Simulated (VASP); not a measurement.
Wanted: the native input for a VASP 6.6.1 run.

- Task: single point
- Functional: PBE
- Potentials or basis: VASP PAW PBE potentials, release 64 (Ba_sv, S)
- Cutoff: 520 eV
- k mesh: 8 × 8 × 8
- Occupations: gaussian, width 0.02 eV
- Spin: no spin polarisation
- Dipole correction: no
- Further INCAR settings: ALGO = Normal; EDIFF = 1e-06; NBANDS = 15

The structure of BaS lies in POSCAR:

```
BaS
1.0
    0.0000000000      3.2143926810      3.2143926810
    3.2143926810      0.0000000000      3.2143926810
    3.2143926810      3.2143926810      0.0000000000
Ba S
1 1
Direct
    0.0000000000      0.0000000000      0.0000000000
    0.5000000000      0.5000000000      0.5000000000
```

One way to write it, as run:

INCAR

```
ALGO     = Normal         # electronic algorithm
EDIFF    = 1E-6           # SCF threshold, eV
ENCUT    = 520            # plane-wave cutoff, eV
GGA      = PE             # functional
ISIF     = 2              # what is computed and relaxed
ISMEAR   = 0              # smearing method
LASPH    = True           # aspherical terms in the spheres
LCHARG   = True           # write CHGCAR
LELF     = True           # ELF
LREAL    = False          # projectors in reciprocal space
LVHAR    = True         
LWAVE    = False          # write WAVECAR
NBANDS   = 15             # bands
NELM     = 100            # most SCF steps
PREC     = Accurate       # precision mode
SIGMA    = 0.02           # smearing width, eV
```

KPOINTS

```
k-points
0
Gamma
  8 8 8
```

Potentials or basis: VASP PAW PBE potentials, release 64 (Ba_sv, S).

Launch:

```bash
$ cat potpaw_PBE.64/Ba_sv/POTCAR potpaw_PBE.64/S/POTCAR > POTCAR
$ mpirun -np 1 vasp_std > vasp.out
```

Results of the run:

| Item | Value |
| --- | --- |
| Pressure | 0.5 GPa |
| Band gap on the k mesh | 2.14 eV, indirect (least direct gap 2.29 eV) |

Caveat: spin-orbit coupling is left out, which moves the levels of the heavy elements.

Wall time 16 s on 1 thread of Intel(R) Xeon(R) 6975P-C (Granite Rapids) (shared host), peak memory 0.21 GiB.
